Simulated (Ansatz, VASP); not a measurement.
**One calculation of LiF, two programs**

INCAR

```
PREC = Accurate
ENCUT = 520
EDIFF = 1E-6
ISMEAR = 0
SIGMA = 0.05
LREAL = False
LASPH = True
NELM = 100
ALGO = Normal
ISIF = 2
LWAVE = False
LCHARG = True
GGA = CA
LELF = True
LVHAR = True
NBANDS = 18
```

Contents of KPOINTS:

```
regular mesh
0
Gamma
  9 9 6
```

Contents of POSCAR:

```
LiF
1.0
    3.0140916337      0.0000000000      0.0000000000
   -1.5070458168      2.6102799241      0.0000000000
    0.0000000000      0.0000000000      4.7086139501
Li F
2 2
Direct
    0.3333333333      0.6666666667      0.3933365971
    0.6666666667      0.3333333333      0.8933365971
    0.3333333333      0.6666666667      0.9910195924
    0.6666666667      0.3333333333      0.4910195924
```

Input for Ansatz:

```yaml
crystal:
  lattice:
    - [3.0140916337, 0.0, 0.0]
    - [-1.5070458168, 2.6102799241, 0.0]
    - [0.0, 0.0, 4.7086139501]
  atoms:
    - { symbol: Li, position: [0.3333333333, 0.6666666667, 0.3933365971] }
    - { symbol: Li, position: [0.6666666667, 0.3333333333, 0.8933365971] }
    - { symbol: F, position: [0.3333333333, 0.6666666667, 0.9910195924] }
    - { symbol: F, position: [0.6666666667, 0.3333333333, 0.4910195924] }
basis:
  ecutwfc: 520.0
kpoints:
  mp_grid: { grid: [9, 9, 6] }
hamiltonian:
  xc: lda
scf:
  occupations: { method: gaussian, width: 0.05 }
output:
  forces: true
  stress: true
  eigenvalues: true
  write_density: true
  write_potential: true
  elf: true
  volumetric_format: npy
```

Alike in both runs: task single point; functional LDA; k mesh 9 × 9 × 6; occupations gaussian, width 0.05 eV; no spin polarisation.

|  | VASP | Ansatz |
| --- | --- | --- |
| version | VASP 6.6.1 | Ansatz 0.2.0 |
| potentials or method | VASP PAW LDA potentials, release 64 (Li_sv, F), cutoff 520 eV | scalar-relativistic, plane waves, PAW |
| valence electrons in the cell | 20 | 20 |

```csv
,VASP,Ansatz,Ansatz less VASP
gap on the k mesh at the Fermi level (eV),7.79,7.80,+0.016
least direct gap on the mesh (eV),7.79,7.80,+0.016
rms of the force components (eV/Å),0.109,0.109,+0.0003
```

LDA's correlation is that of Perdew and Zunger in VASP and of Perdew and Wang (1992) in Ansatz. Atom by atom the forces differ by 0.000 eV/Å (rms over components).

Noted on VASP's run: the cutoff is short for stress, so the pressure is rough.
